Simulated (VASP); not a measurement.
The system is MgCd3Se4.

```
Mg Cd Se
1.0
     4.35398    0.00000    0.00000
     0.00000    4.35398    0.00000
     0.00000    0.00000   12.23775
Mg Cd Se
1 3 4
Direct
  0.50000 0.50000 0.50000
  0.00000 0.00000 0.74486
  0.50000 0.50000 0.00000
  0.00000 0.00000 0.25514
  0.50000 0.00000 0.12753
  0.00000 0.50000 0.38319
  0.50000 0.00000 0.61681
  0.00000 0.50000 0.87247
```

Base run:

| Quantity | Value |
| --- | --- |
| Program | VASP 6.6.1 |
| Functional | LDA |
| Potentials or basis | VASP PAW LDA potentials, release 64 (Mg, Cd, Se) |
| Cutoff | 520 eV |
| k mesh | 6 × 6 × 4 |
| Occupations | gaussian, width 0.02 eV |
| Spin | no spin polarisation |

Its results: band gap on the k mesh 0.68 eV; pressure -3.8 GPa; largest force 0.149 eV/Å.

Task: The run is repeated on the same cell with these changes: functional from LDA to PBE; potentials or basis from VASP PAW LDA potentials, release 64 (Mg, Cd, Se) to VASP PAW PBE potentials, release 64 (Mg, Cd, Se). What comes out?

Result: Band gap on the k mesh 0.92 eV; pressure 0.2 GPa; largest force 0.034 eV/Å.

Caveats: the cell stands under tension (at least some runs); semilocal functionals underestimate gaps, and a narrow one can read as zero (at least some runs).

A k mesh can miss the band edges.
